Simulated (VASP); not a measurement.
# Mo4C in VASP: notebook, part 2 of 2

VASP 6.6.1.

## (4) Relaxation of the atoms, PBEsol

INCAR

```
  PREC = Accurate
  ENCUT = 520
  EDIFF = 1E-6
  ISMEAR = 0
  SIGMA = 0.1
  LREAL = F
  LASPH = T
  NELM = 60
  ALGO = Fast
  ISIF = 2
  LWAVE = F
  LCHARG = F
  LDIPOL = T
  IDIPOL = 3
  DIPOL = 0.5 0.5 0.352
  GGA = PS
  IBRION = 2
  NSW = 36
  EDIFFG = -0.025
```

KPOINTS

```
regular mesh
0
Gamma
  9 9 1
```

POSCAR

```
Mo4C
1.0
    3.1294301618      0.0000000000      0.0000000000
    0.0000000000      3.1294301618      0.0000000000
    0.0000000000      0.0000000000     20.0433475010
Mo C
4 1
Selective dynamics
Direct
    0.5000000000      0.5000000000      0.1995674625  F F F
    0.0000000000      0.0000000000      0.2776340170  F F F
    0.5000000000      0.5000000000      0.3579998479  F F F
    0.0000000000      0.0000000000      0.4262435454  F F F
    0.0000000000      0.3750000000      0.5000835065  F F T
```

Potentials or basis: VASP PAW PBE potentials, release 64 (Mo_sv, C).

On the command line:

```
> cat potpaw_PBE.64/Mo_sv/POTCAR potpaw_PBE.64/C/POTCAR > POTCAR
> mpirun -np 1 vasp_std > vasp.out
```

OUTCAR:

```text
PREC = Accurate
   ENCUT = 520
   EDIFF = 1E-6
   ISMEAR = 0
   LREAL = F
   LASPH = T
   NELM = 60
   ISIF = 2
   GGA = PS
   IBRION = 2
   NSW = 36
   EDIFFG = -0.025

 ion  position               nearest neighbor table
   1  0.500  0.500  0.200-   2 2.71   2 2.71   2 2.71   2 2.71   3 3.18
   2  0.000  0.000  0.278-   1 2.71   1 2.71   1 2.71   1 2.71   3 2.74   3 2.74   3 2.74   3 2.74
                             4 2.98
   3  0.500  0.500  0.358-   4 2.60   4 2.60   4 2.60   4 2.60   2 2.74   2 2.74   2 2.74   2 2.74
                             1 3.18
   4  0.000  0.000  0.426-   5 1.89   5 2.45   3 2.60   3 2.60   3 2.60   3 2.60   2 2.98
   5  0.000  0.375  0.500-   4 1.89   4 2.45

  LATTYP: Found a simple tetragonal cell.
 ALAT       =     3.1294301618
 C/A-ratio  =     6.4047914364

  Lattice vectors:

 A1 = (   3.1294301618,   0.0000000000,   0.0000000000)
 A2 = (   0.0000000000,   3.1294301618,   0.0000000000)
 A3 = (   0.0000000000,   0.0000000000,  20.0433475010)

Analysis of symmetry for initial positions (statically):
=====================================================================
 Subroutine PRICEL returns:
 Original cell was already a primitive cell.

 Routine SETGRP: Setting up the symmetry group for a
 simple tetragonal supercell.

 Subroutine GETGRP returns: Found  2 space group operations
 (whereof  2 operations were pure point group operations)
[... 196 lines left out ...]
  in kB      -21.0575504    -44.2501841    -24.2206240      0.0000000     13.9512286      0.0000000
  external PRESSURE =     -29.8427862 kB  Pullay stress =       0.0000000 kB
[... 65 lines left out ...]
--------------------------------------- Ionic step        3  -------------------------------------------

 number of electron      59.9999997 magnetization

 dipolmoment           0.000000      0.000000      0.132346 electrons x Angstroem

 Free energy of the ion-electron system (eV)
  ---------------------------------------------------
  ext. energy  EPLUGINS =         0.00000000
  ---------------------------------------------------
  free energy    TOTEN  =       -49.62152190 eV

  energy without entropy =      -49.59650720  energy(sigma->0) =      -49.60901455

 E-fermi :   0.8339     XC(G=0):  -5.7928

 val. band max:        0.8044166205   @ k =   0.4444   0.3333   0.0000
 cond. band min:       0.8432220811   @ k =   0.0000   0.0000   0.0000
 fundamental gap:      0.0388054606
 Fermi energy:         0.8339150568

 k-point     1 :       0.0000    0.0000    0.0000
  band No.  band energies     occupation
      1     -60.2366      2.00000
      2     -60.0123      2.00000
      3     -59.7624      2.00000
      4     -59.5388      2.00000
      5     -34.5591      2.00000
      6     -34.5001      2.00000
[... 925 lines left out ...]
     35       2.7203      0.00000
     36       3.3818      0.00000

 [... further k-points ...]

------------------------ aborting loop because EDIFF is reached ----------------------------------------

 vacuum level on the upper side and lower side of the slab       (xc-potential included)         1.056        -1.347

  FORCE on cell =-STRESS in cart. coord.  units (eV):
  Direction    XX          YY          ZZ          XY          YZ          ZX
  --------------------------------------------------------------------------------------
  -------------------------------------------------------------------------------------
  Total       -1.9552263     -3.2833734     -0.3574311      0.0000000      3.4181786      0.0000000
  in kB      -15.9590422    -26.7997091     -2.9174412      0.0000000     27.9000221      0.0000000
  external PRESSURE =     -15.2253975 kB  Pullay stress =       0.0000000 kB
[... 20 lines left out ...]
  FREE ENERGIE OF THE ION-ELECTRON SYSTEM (eV)
  ---------------------------------------------------
  free  energy   TOTEN  =       -49.6215218952 eV

  energy  without entropy=      -49.5965072026  energy(sigma->0) =      -49.60901455

 reached required accuracy - stopping structural energy minimisation

 vacuum level on the upper side and lower side of the slab         7.116         4.638
```

Run time: 15 min. Hardware: 1 thread of Oxide Virtual Turin-like, shared host; peak memory 0.34 GiB.

Results:

| Quantity | Value |
| --- | --- |
| Free energy | -49.6215 eV |
| Energy gained by relaxing | 21.1 meV/atom |
| Ionic steps | 3 |
| Band gap on the k mesh | zero (bands 30 and 31 overlap by 0.86 eV) |

The path:
```csv
step,energy change (eV),largest force on free atoms (eV/Å),pressure (GPa)
1,0.0000,1.6415,-2.98
2,-0.0918,0.6376,-2.07
3,-0.1056,0.0026,-1.52
```

Final structure:
```yaml
crystal:
  lattice:
    - [3.12943, 0.00000, 0.00000]
    - [0.00000, 3.12943, 0.00000]
    - [0.00000, 0.00000, 20.04335]
  atoms:
    - { symbol: Mo, position: [0.50000, 0.50000, 0.19957] }
    - { symbol: Mo, position: [0.00000, 0.00000, 0.27763] }
    - { symbol: Mo, position: [0.50000, 0.50000, 0.35800] }
    - { symbol: Mo, position: [0.00000, 0.00000, 0.42624] }
    - { symbol: C, position: [0.00000, 0.37500, 0.49401] }
```

Caveat: the PAW data sets were made with another functional, which shifts forces and pressure a little.

## (5) Relaxation of the atoms, PBEsol

INCAR

```
SYSTEM = Mo4C
ALGO     = Fast           ! electronic algorithm
DIPOL    = 0.5 0.5 0.345
EDIFF    = 1E-7           ! SCF threshold, eV
EDIFFG   = -0.025         ! ionic threshold
ENCUT    = 520            ! plane-wave cutoff, eV
GGA      = PS             ! functional
IBRION   = 2              ! ionic algorithm
IDIPOL   = 3            
ISIF     = 2              ! what is computed and relaxed
ISMEAR   = 0              ! smearing method
LASPH    = .True.         ! aspherical terms in the spheres
LCHARG   = .False.        ! write CHGCAR
LDIPOL   = .True.       
LREAL    = .False.        ! projectors in reciprocal space
LWAVE    = .False.        ! write WAVECAR
NELM     = 80             ! most SCF steps
NSW      = 36             ! ionic steps
PREC     = Accurate       ! precision mode
SIGMA    = 0.1            ! smearing width, eV
```

KPOINTS

```
k-points
0
Gamma
  9 9 1
  0 0 0
```

Edit POSCAR of step 4 so:

```diff
@@ -13,2 +13,2 @@
     0.0000000000      0.0000000000      0.4262435454  F F F
-    0.0000000000      0.3750000000      0.5000835065  F F T
+    0.3750000000      0.5000000000      0.4621656887  F F T
```

Potentials or basis: VASP PAW PBE potentials, release 64 (Mo_sv, C).

On the command line:

```
> cat potpaw_PBE.64/Mo_sv/POTCAR potpaw_PBE.64/C/POTCAR > POTCAR
> mpirun -np 1 vasp_std > vasp.out
```

OUTCAR:

```text
SYSTEM = Mo4C
   EDIFF = 1E-7
   EDIFFG = -0.025
   ENCUT = 520
   GGA = PS
   IBRION = 2
   ISIF = 2
   ISMEAR = 0
   LASPH = .True.
   LREAL = .False.
   NELM = 80
   NSW = 36
   PREC = Accurate

 ion  position               nearest neighbor table
   1  0.500  0.500  0.200-   2 2.71   2 2.71   2 2.71   2 2.71   3 3.18
   2  0.000  0.000  0.278-   1 2.71   1 2.71   1 2.71   1 2.71   3 2.74   3 2.74   3 2.74   3 2.74
                             4 2.98
   3  0.500  0.500  0.358-   5 2.12   4 2.60   4 2.60   4 2.60   4 2.60   2 2.74   2 2.74   2 2.74
                             2 2.74   1 3.18
   4  0.000  0.000  0.426-   5 2.08   5 2.08   3 2.60   3 2.60   3 2.60   3 2.60   5 2.61   5 2.61
                             2 2.98
   5  0.375  0.500  0.462-   4 2.08   4 2.08   3 2.12   4 2.61   4 2.61

  LATTYP: Found a simple tetragonal cell.
 ALAT       =     3.1294301618
 C/A-ratio  =     6.4047914364

  Lattice vectors:

 A1 = (   3.1294301618,   0.0000000000,   0.0000000000)
 A2 = (   0.0000000000,   3.1294301618,   0.0000000000)
 A3 = (   0.0000000000,   0.0000000000,  20.0433475010)

Analysis of symmetry for initial positions (statically):
=====================================================================
[... 203 lines left out ...]
  Total       -5.1524147     -5.5794346      2.7563756      0.0000000      0.0000000      0.7680180
  in kB      -42.0552881    -45.5407299     22.4982222      0.0000000      0.0000000      6.2687540
  external PRESSURE =     -21.6992653 kB  Pullay stress =       0.0000000 kB
[... 65 lines left out ...]
--------------------------------------- Ionic step        3  -------------------------------------------

 number of electron      59.9999997 magnetization

 dipolmoment           0.000000      0.000000      0.084029 electrons x Angstroem

 Free energy of the ion-electron system (eV)
  ---------------------------------------------------
  ext. energy  EPLUGINS =         0.00000000
  ---------------------------------------------------
  free energy    TOTEN  =       -51.92116464 eV

  energy without entropy =      -51.89967120  energy(sigma->0) =      -51.91041792

 E-fermi :   1.1637     XC(G=0):  -5.6279

 val. band max:        1.1199576861   @ k =   0.0000   0.3333   0.0000
 cond. band min:       1.1666694288   @ k =  -0.1111   0.3333   0.0000
 fundamental gap:      0.0467117426
 Fermi energy:         1.1637433127

 k-point     1 :       0.0000    0.0000    0.0000
  band No.  band energies     occupation
      1     -60.2237      2.00000
      2     -59.7470      2.00000
      3     -59.5884      2.00000
      4     -59.3883      2.00000
      5     -34.5428      2.00000
      6     -34.5365      2.00000
[... 925 lines left out ...]
     35       2.9914      0.00000
     36       3.3296      0.00000

 [... further k-points ...]

------------------------ aborting loop because EDIFF is reached ----------------------------------------

 vacuum level on the upper side and lower side of the slab       (xc-potential included)         0.632        -0.909

  FORCE on cell =-STRESS in cart. coord.  units (eV):
  Direction    XX          YY          ZZ          XY          YZ          ZX
  --------------------------------------------------------------------------------------
  -------------------------------------------------------------------------------------
  Total       -4.4881235     -4.8031625      4.4605086      0.0000000      0.0000000      0.7226653
  in kB      -36.6331781    -39.2046047     36.4077781      0.0000000      0.0000000      5.8985733
  external PRESSURE =     -13.1433349 kB  Pullay stress =       0.0000000 kB
[... 20 lines left out ...]
  FREE ENERGIE OF THE ION-ELECTRON SYSTEM (eV)
  ---------------------------------------------------
  free  energy   TOTEN  =       -51.9211646378 eV

  energy  without entropy=      -51.8996712016  energy(sigma->0) =      -51.91041792

 reached required accuracy - stopping structural energy minimisation

 vacuum level on the upper side and lower side of the slab         6.573         4.985
```

OSZICAR:

```text
N       E                     dE             d eps       ncg     rms          rms(c)
DAV:   1     0.622051651702E+03    0.62205E+03   -0.37783E+04  2304   0.150E+03
DAV:   2    -0.323037398602E+02   -0.65436E+03   -0.64257E+03  2104   0.447E+02
DAV:   3    -0.573260787191E+02   -0.25022E+02   -0.24232E+02  2404   0.765E+01
[... 66 lines left out ...]
RMM:  14    -0.519211629823E+02   -0.97422E-06   -0.27304E-07   776   0.844E-04    0.485E-04
RMM:  15    -0.519211638656E+02   -0.88330E-06   -0.16987E-07   731   0.720E-04    0.329E-04
RMM:  16    -0.519211643975E+02   -0.53182E-06   -0.90293E-08   641   0.612E-04    0.161E-04
RMM:  17    -0.519211645742E+02   -0.17671E-06   -0.44386E-08   571   0.529E-04    0.510E-05
RMM:  18    -0.519211646378E+02   -0.63617E-07   -0.22896E-08   483   0.466E-04
   3 F= -.51921165E+02 E0= -.51910418E+02  d E =-.317624E-01
```

CONTCAR:

```text
Mo4C
   1.00000000000000
     3.1294301618000002    0.0000000000000000    0.0000000000000000
     0.0000000000000000    3.1294301618000002    0.0000000000000000
     0.0000000000000000    0.0000000000000000   20.0433475009999995
  Mo              C
     4     1
Selective dynamics
Direct
     0.5000000000000000    0.5000000000000000    0.1995674624999992   F   F   F
     0.0000000000000000    0.0000000000000000    0.2776340169999969   F   F   F
     0.5000000000000000    0.5000000000000000    0.3579998478999968   F   F   F
     0.0000000000000000    0.0000000000000000    0.4262435453999984   F   F   F
     0.3750000000000000    0.5000000000000000    0.4586481095348094   F   F   T

  0.00000000E+00  0.00000000E+00  0.00000000E+00
  0.00000000E+00  0.00000000E+00  0.00000000E+00
  0.00000000E+00  0.00000000E+00  0.00000000E+00
  0.00000000E+00  0.00000000E+00  0.00000000E+00
  0.00000000E+00  0.00000000E+00  0.00000000E+00
```

It took 18 min on 1 thread of Oxide Virtual Turin-like, shared host; peak memory 0.33 GiB.

What came out:

```yaml
Free_energy: -51.9212 eV
Energy_gained_by_relaxing: 6.4 meV/atom
Ionic_steps: 3
Band_gap_on_the_k_mesh: zero (bands 30 and 31 overlap by 1.34 eV)
```

The path:
| step | energy change (eV) | largest force on free atoms (eV/Å) | pressure (GPa) |
| --- | --- | --- | --- |
| 1 | 0.0000 | 0.8769 | -2.17 |
| 2 | -0.0265 | 0.3677 | -1.67 |
| 3 | -0.0318 | 0.0018 | -1.31 |

Final structure:
```cif
data_structure
_symmetry_space_group_name_H-M 'P 1'
_symmetry_Int_Tables_number 1
_cell_length_a 3.1294
_cell_length_b 3.1294
_cell_length_c 20.0433
_cell_angle_alpha 90.000
_cell_angle_beta 90.000
_cell_angle_gamma 90.000
_cell_volume 196.29
loop_
_atom_site_label
_atom_site_type_symbol
_atom_site_fract_x
_atom_site_fract_y
_atom_site_fract_z
_atom_site_occupancy
Mo1 Mo 0.50000 0.50000 0.19957 1
Mo2 Mo 0.00000 0.00000 0.27763 1
Mo3 Mo 0.50000 0.50000 0.35800 1
Mo4 Mo 0.00000 0.00000 0.42624 1
C1 C 0.37500 0.50000 0.45865 1
```

Levels at points of the mesh, in eV from the Fermi level:
```tsv
k point	band 28	band 29	band 30	band 31	band 32	band 33
(0.00, 0.00, 0.00)	-1.05	-0.81	-0.42	-0.18	-0.08	0.27
```

Caveat: the PAW data sets were made with another functional, which shifts forces and pressure a little.

## (6) Relaxation of the atoms, PBEsol

INCAR

```
SYSTEM = Mo4C
PREC = Accurate
ENCUT = 520
EDIFF = 1E-6
ISMEAR = 0
SIGMA = 0.1
LREAL = .False.
LASPH = .True.
NELM = 100
ALGO = Fast
ISIF = 2
LWAVE = .False.
LCHARG = .False.
LDIPOL = .True.
IDIPOL = 3
DIPOL = 0.5 0.5 0.348
GGA = PS
IBRION = 2
NSW = 36
EDIFFG = -0.025
```

KPOINTS

```
regular mesh
0
Gamma
  9 9 1
  0 0 0
```

Edit POSCAR of step 5 so:

```diff
@@ -13,2 +13,2 @@
     0.0000000000      0.0000000000      0.4262435454  F F F
-    0.3750000000      0.5000000000      0.4621656887  F F T
+    0.2500000000      0.5000000000      0.4761354110  F F T
```

Potentials or basis: VASP PAW PBE potentials, release 64 (Mo_sv, C).

On the command line:

```
> cat potpaw_PBE.64/Mo_sv/POTCAR potpaw_PBE.64/C/POTCAR > POTCAR
> mpirun -np 1 vasp_std > vasp.out
```

Wall time 11 min (1 thread of Oxide Virtual Turin-like, shared host); peak memory 0.34 GiB.

Results (log left out):

| Item | Value |
| --- | --- |
| Free energy | -51.2736 eV |
| Energy gained by relaxing | 39.7 meV/atom |
| Ionic steps | 3 |
| Band gap on the k mesh | zero (bands 30 and 31 overlap by 1.26 eV) |

The path:
```csv
step,energy change (eV),largest force on free atoms (eV/Å),pressure (GPa)
1,0.0000,1.8792,-2.27
2,-0.1360,1.1013,-1.35
3,-0.1987,0.0145,-0.04
```

Final structure:
```
Mo C
1.0
     3.12943    0.00000    0.00000
     0.00000    3.12943    0.00000
     0.00000    0.00000   20.04335
Mo C
4 1
Direct
  0.50000 0.50000 0.19957
  0.00000 0.00000 0.27763
  0.50000 0.50000 0.35800
  0.00000 0.00000 0.42624
  0.25000 0.50000 0.46611
```

Levels at points of the mesh, in eV from the Fermi level:
| k point | band 26 | band 27 | band 28 | band 29 | band 30 | band 31 | band 32 | band 33 | band 34 | band 35 |
| --- | --- | --- | --- | --- | --- | --- | --- | --- | --- | --- |
| (0.00, 0.00, 0.00) | -1.32 | -1.32 | -1.07 | -0.68 | -0.25 | -0.10 | 0.32 | 0.35 | 0.54 | 1.69 |

Caveat: the PAW data sets were made with another functional, which shifts forces and pressure a little.

## (7) The runs side by side

| cell | gap on the mesh (eV) |
| --- | --- |
| atoms relaxed, atomic positions A | none |
| atoms relaxed, atomic positions B | none |
| atoms relaxed, atomic positions C | none |
| atoms relaxed, atomic positions D | none |
| atoms relaxed, atomic positions E | none |

Alike in all rows: task relaxation of the atoms; level PBEsol; potentials or basis VASP PAW PBE potentials, release 64 (Mo_sv, C); no spin polarisation; k mesh 9 × 9 × 1; cutoff (eV) 520; smearing gaussian 0.1 eV.

Caveats: the PAW data sets were made with another functional, which shifts forces and pressure a little.

Total energies depend on the potentials used, so only differences within one code and one set of settings carry meaning.
